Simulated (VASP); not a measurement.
# LiF (Imm2) in VASP: notebook, part 2 of 4

VASP 6.6.1. Earlier steps stand in the parts before.

## Step 3: Relaxation of cell and atoms, PBE

File INCAR:

```
  PREC = Accurate
  ENCUT = 600
  EDIFF = 1E-6
  ISMEAR = 0
  SIGMA = 0.02
  LREAL = F
  LASPH = T
  NELM = 100
  ALGO = Normal
  ISIF = 3
  LWAVE = F
  LCHARG = F
  GGA = PE
  IBRION = 2
  NSW = 100
  EDIFFG = -0.01
```

File KPOINTS:

```
regular mesh
0
Gamma
  12 12 12
```

File POSCAR:

```
LiF
1.0
   -1.3919881023      1.5601060270      5.0127969968
    1.3919881023     -1.5601060270      5.0127969968
    1.3919881023      1.5601060270     -5.0127969968
Li F
2 2
Direct
    0.5569289185      0.5569289185      0.0000000000
    0.8152645732      0.8152645732      0.0000000000
    0.9461916772      0.4461916772      0.5000000000
    0.6816148311      0.1816148311      0.5000000000
```

Potentials or basis: VASP PAW PBE potentials, release 64 (Li_sv, F).

Started as:

```console
$ cat potpaw_PBE.64/Li_sv/POTCAR potpaw_PBE.64/F/POTCAR > POTCAR
$ mpirun -np 1 vasp_std > vasp.out
```

OUTCAR:

```text
PREC = Accurate
   ENCUT = 600
   EDIFF = 1E-6
   ISMEAR = 0
   LREAL = F
   LASPH = T
   NELM = 100
   ISIF = 3
   GGA = PE
   IBRION = 2
   NSW = 100
   EDIFFG = -0.01

 ion  position               nearest neighbor table
   1  0.557  0.557  0.000-   4 1.87   4 1.87   3 1.91   3 1.91   2 2.59
   2  0.815  0.815  0.000-   3 1.91   3 1.91   4 1.93   4 1.93   1 2.59
   3  0.946  0.446  0.500-   2 1.91   2 1.91   1 1.91   1 1.91
   4  0.682  0.182  0.500-   1 1.87   1 1.87   2 1.93   2 1.93

  LATTYP: Found a body centered orthorhombic cell.
 ALAT       =     2.7839762046
 B/A-ratio  =     1.1207754035
 C/A-ratio  =     3.6011780478

  Lattice vectors:

 A1 = (  -1.3919881023,   1.5601060270,   5.0127969968)
 A2 = (   1.3919881023,  -1.5601060270,   5.0127969968)
 A3 = (   1.3919881023,   1.5601060270,  -5.0127969968)

Analysis of symmetry for initial positions (statically):
=====================================================================
 Subroutine PRICEL returns:
 Original cell was already a primitive cell.

 Routine SETGRP: Setting up the symmetry group for a
 body centered orthorhombic supercell.

 Subroutine GETGRP returns: Found  4 space group operations
 (whereof  4 operations were pure point group operations)
 out of a pool of  8 trial point group operations.

The static configuration has the point symmetry C_2v.

Analysis of symmetry for dynamics (positions and initial velocities):
=====================================================================
 Subroutine PRICEL returns:
 Original cell was already a primitive cell.

 Routine SETGRP: Setting up the symmetry group for a
 body centered orthorhombic supercell.

 Subroutine GETGRP returns: Found  4 space group operations
 (whereof  4 operations were pure point group operations)
 out of a pool of  8 trial point group operations.

The dynamic configuration has the point symmetry C_2v.

 Subroutine INISYM returns: Found  4 space group operations
 (whereof  4 operations are pure point group operations),
 and found     1 'primitive' translations

----------------------------------------------------------------------------------------

                                     Primitive cell

  volume of cell :      43.5441

  direct lattice vectors                    reciprocal lattice vectors
    -1.391988102  1.560106027  5.012796997     0.000000000  0.320491038  0.099744713
     1.391988102 -1.560106027  5.012796997     0.359198472  0.000000000  0.099744713
     1.391988102  1.560106027 -5.012796997     0.359198472  0.320491038  0.000000000

  length of vectors
     5.431362207  5.431362207  5.431362207     0.335653859  0.372790223  0.481391782

  position of ions in fractional coordinates (direct lattice)
     0.556928918  0.556928918  0.000000000
     0.815264573  0.815264573  0.000000000
     0.946191677  0.446191677  0.500000000
     0.681614831  0.181614831  0.500000000

  ion indices of the primitive-cell ions
   primitive index   ion index
                 1           1
                 2           2
                 3           3
                 4           4

[... 55 lines left out ...]
   total plane-waves  NPLWV = 110592
   dimension x,y,z NGX =    48 NGY =   48 NGZ =   48
   dimension x,y,z NGXF=    96 NGYF=   96 NGZF=   96
   ions per type =               2   2
   NGX,Y,Z   is equivalent  to a cutoff of  14.69, 14.69, 14.69 a.u.
   NGXF,Y,Z  is equivalent  to a cutoff of  29.38, 29.38, 29.38 a.u.
 SYSTEM =  unknown system
   PREC   = accura    normal or accurate (medium, high low for compatibility)
   ISTART =      0    job   : 0-new  1-cont  2-samecut
   ICHARG =      2    charge: 1-file 2-atom 10-const
   ISPIN  =      1    spin polarized calculation?
   LNONCOLLINEAR =      F non collinear calculations
   LSORBIT =      F    spin-orbit coupling
   LASPH  =      T    aspherical Exc in radial PAW
   ENCUT  =  600.0 eV  44.10 Ry    6.64 a.u.  10.85 10.85 10.85*2*pi/ulx,y,z
   NELM   =    100;   NELMIN=  2; NELMDL= -5     # of ELM steps
   EDIFF  = 0.1E-05   stopping-criterion for ELM
   LREAL  =      F    real-space projection
   EDIFFG = -.1E-01   stopping-criterion for IOM
   NSW    =    100    number of steps for IOM
   IBRION =      2    ionic relax: 0-MD 1-quasi-New 2-CG
   NFREE  =      1    steps in history (QN), initial steepest desc. (CG)
   ISIF   =      3    stress and relaxation
   ISYM   =      2    0-nonsym 1-usesym 2-fastsym
   POTIM  = 0.5000    time-step for ionic-motion
   TEBEG  =    0.0;   TEEND  =   0.0 temperature during run
   PSTRESS=    0.0 pullay stress
   NELECT =      20.0000    total number of electrons
   NUPDOWN=      -1.0000    fix difference up-down
   EMIN   =  10.00;   EMAX   =-10.00  energy-range for DOS
   EFERMI =   0.00;   METHOD = LEGACY
   ISMEAR =     0;   SIGMA  =   0.02  broadening in eV -4-tet -1-fermi 0-gaus
   EFERMI_NEDOS =   21; number of points for ismear=-14 and -15
   IALGO  =     38    algorithm
   IMIX   =      4    mixing-type and parameters
     AMIX     =   0.40;   BMIX     =  1.00
     AMIX_MAG =   1.60;   BMIX_MAG =  1.00
  volume/ion in A,a.u.               =      10.89        73.46
  Fermi-wavevector in a.u.,A,eV,Ry     =   1.263111  2.386934 21.707413  1.595450
  Thomas-Fermi vector in A             =   2.396485
   LORBIT       =      0    0 simple, 1 ext, 2 COOP (PROOUT), +10 PAW based schemes
   GGA     = PE    functional components
   LHFCALC =     F    Hartree Fock is set to
   AEXX    =    0.0000 exact exchange contribution
   IVDW    =     0    specifies the selected vdW correction
   LEPSILON=     F    determine dielectric tensor
   LRPA    =     F    only Hartree local field effects (RPA)
 conjugate gradient relaxation of ions
 non-spin polarized calculation
 Gauss-broadening in eV      SIGMA  =   0.02
  energy-cutoff  :      600.00
  volume of cell :       43.54
 maximum number of plane-waves:      1480
 NGX is ok and might be reduce to    48
   NGX = 21   NGY = 21   NGZ = 21

--------------------------------------- Ionic step        1  -------------------------------------------

 number of electron      20.0000000 magnetization

 Free energy of the ion-electron system (eV)
  ---------------------------------------------------
  ext. energy  EPLUGINS =         0.00000000
  ---------------------------------------------------
  free energy    TOTEN  =       -18.87133979 eV

  energy without entropy =      -18.87133979  energy(sigma->0) =      -18.87133979

------------------------ aborting loop because EDIFF is reached ----------------------------------------

  FORCE on cell =-STRESS in cart. coord.  units (eV):
  Direction    XX          YY          ZZ          XY          YZ          ZX
  --------------------------------------------------------------------------------------
  -------------------------------------------------------------------------------------
  Total       -0.0950711     -0.0888605     -0.0822033      0.0000000      0.0000000      0.0000000
  in kB       -3.4980755     -3.2695604     -3.0246140      0.0000000      0.0000000      0.0000000
  external PRESSURE =      -3.2640833 kB  Pullay stress =       0.0000000 kB
[... 139 lines left out ...]
--------------------------------------- Ionic step        5  -------------------------------------------

 number of electron      20.0000000 magnetization

 Free energy of the ion-electron system (eV)
  ---------------------------------------------------
  ext. energy  EPLUGINS =         0.00000000
  ---------------------------------------------------
  free energy    TOTEN  =       -18.87172014 eV

  energy without entropy =      -18.87172014  energy(sigma->0) =      -18.87172014

 E-fermi :  -2.2296     XC(G=0):  -8.4093

 val. band max:       -2.3540319627   @ k =  -0.0000   0.5000   0.0000
 cond. band min:       4.2874811072   @ k =   0.0000   0.0000   0.0000
 fundamental gap:      6.6415130698
 Fermi energy:        -2.2296399365

 k-point     1 :       0.0000    0.0000    0.0000
  band No.  band energies     occupation
      1     -43.8535      2.00000
      2     -43.3382      2.00000
      3     -22.1136      2.00000
      4     -21.8744      2.00000
      5      -4.4759      2.00000
      6      -3.3600      2.00000
      7      -2.8406      2.00000
      8      -2.8106      2.00000
      9      -2.6615      2.00000
     10      -2.6406      2.00000
     11       4.2875      0.00000
     12       7.8300      0.00000
     13      10.9399      0.00000
     14      14.2216      0.00000
[... 377 lines left out ...]
      1     -43.8429      2.00000
      2     -43.3260      2.00000
      3     -21.9943      2.00000
      4     -21.7748      2.00000
      5      -4.3099      2.00000
      6      -4.1134      2.00000
      7      -3.4100      2.00000
      8      -3.2556      2.00000
      9      -3.0283      2.00000
     10      -2.8642      2.00000
     11       6.1641      0.00000
     12       8.8475      0.00000
     13      11.2800      0.00000
     14      12.5150      0.00000

 [... further k-points ...]
[... 5 lines left out ...]
  --------------------------------------------------------------------------------------
  -------------------------------------------------------------------------------------
  Total        0.0097708     -0.0280267      0.0170490      0.0000000      0.0000000      0.0000000
  in kB        0.3623070     -1.0392526      0.6321879      0.0000000      0.0000000      0.0000000
  external PRESSURE =      -0.0149192 kB  Pullay stress =       0.0000000 kB
[... 19 lines left out ...]
  FREE ENERGIE OF THE ION-ELECTRON SYSTEM (eV)
  ---------------------------------------------------
  free  energy   TOTEN  =       -18.8717201414 eV

  energy  without entropy=      -18.8717201414  energy(sigma->0) =      -18.87172014

 reached required accuracy - stopping structural energy minimisation
```

CONTCAR:

```text
LiF
   1.00000000000000
    -1.3885177204271286    1.5550306416556710    5.0027832005511117
     1.3885177204271286   -1.5550306416556710    5.0027832005511117
     1.3885177204271286    1.5550306416556710   -5.0027832005511117
  Li              F
     2     2
Direct
     0.5567912461745140    0.5567912461745140    0.0000000000000000
     0.8152522596790693    0.8152522596790693    1.0000000000000000
     0.9462646611481689    0.4462646611481688    0.5000000000000000
     0.6816918329982407    0.1816918329982407    0.5000000000000000

  0.00000000E+00  0.00000000E+00  0.00000000E+00
  0.00000000E+00  0.00000000E+00  0.00000000E+00
  0.00000000E+00  0.00000000E+00  0.00000000E+00
  0.00000000E+00  0.00000000E+00  0.00000000E+00
```

It took 23 min on 1 thread of Intel Xeon Platinum 8259CL at 2.50GHz (Skylake/Cascade Lake), shared host; peak memory 0.44 GiB.

Results:

```yaml
Free_energy: -18.8717 eV
Relaxed_volume: 10.80 Å³/atom
Relaxed_cell: a = 5.420 Å, b = 5.420 Å, c = 5.420 Å, α = 150.31°, β = 146.65°, γ = 45.24°
Space_group_after_relaxing_to_0.05_Å: Imm2 (No. 44)
Energy_gained_by_relaxing: 0.1 meV/atom
Ionic_steps: 5
Pressure_after_relaxing: 0.0 GPa
Largest_force_after_relaxing: 0.003 eV/Å
Band_gap_on_the_k_mesh: 6.64 eV, indirect (least direct gap 6.93 eV)
```

Forces in eV/Å, atoms in the order of the input:
```
Li   0.000  0.000  0.001
Li   0.000  0.000 -0.003
F    0.000  0.000  0.000
F    0.000  0.000  0.003
```

Step by step:
```
step  energy change (eV)  largest force (eV/Å)  pressure (GPa)  volume (Å³)
   1              0.0000                0.0088           -0.33        43.54
   2             -0.0002                0.0076           -0.20        43.40
   3             -0.0003                0.0081            0.05        43.19
   4             -0.0003                0.0075            0.01        43.23
   5             -0.0004                0.0033            0.00        43.21
```

Final structure:
```xyz
4
Lattice="-1.3885 1.5550 5.0028 1.3885 -1.5550 5.0028 1.3885 1.5550 -5.0028" Properties=species:S:1:pos:R:3 pbc="T T T"
Li    0.0000    0.0000    5.5710
Li    1.3885    1.5550    3.1543
F     0.0000    1.5550    4.4651
F     0.0000    1.5550    1.8179
```

Levels at points of the mesh, in eV from the valence-band top:
| k point | band 6 | band 7 | band 8 | band 9 | band 10 | band 11 | band 12 | band 13 | band 14 |
| --- | --- | --- | --- | --- | --- | --- | --- | --- | --- |
| (0.00, 0.00, 0.00) | -1.01 | -0.49 | -0.46 | -0.31 | -0.29 | 6.64 | 10.18 | 13.29 | 16.58 |
| (0.50, 0.00, 0.00) | -1.95 | -1.20 | -0.65 | -0.45 | -0.14 | 8.56 | 11.26 | 13.53 | 14.26 |
| (0.00, 0.50, 0.00) | -2.26 | -1.74 | -0.74 | -0.54 | 0.00 | 10.69 | 11.78 | 13.02 | 14.86 |
| (0.50, 0.50, 0.00) | -1.83 | -1.82 | -1.51 | -0.77 | -0.62 | 9.07 | 12.04 | 14.33 | 14.49 |
| (0.50, 0.50, 0.50) | -1.16 | -1.10 | -0.62 | -0.20 | -0.14 | 7.58 | 8.78 | 15.17 | 16.60 |

Caveat: the cutoff is under 1.25 times the usual one of these potentials, so pressure, stress and relaxed cells hold a basis-set (Pulay) error. A k mesh can miss the band edges.

(Part 2 of 4 ends here.)
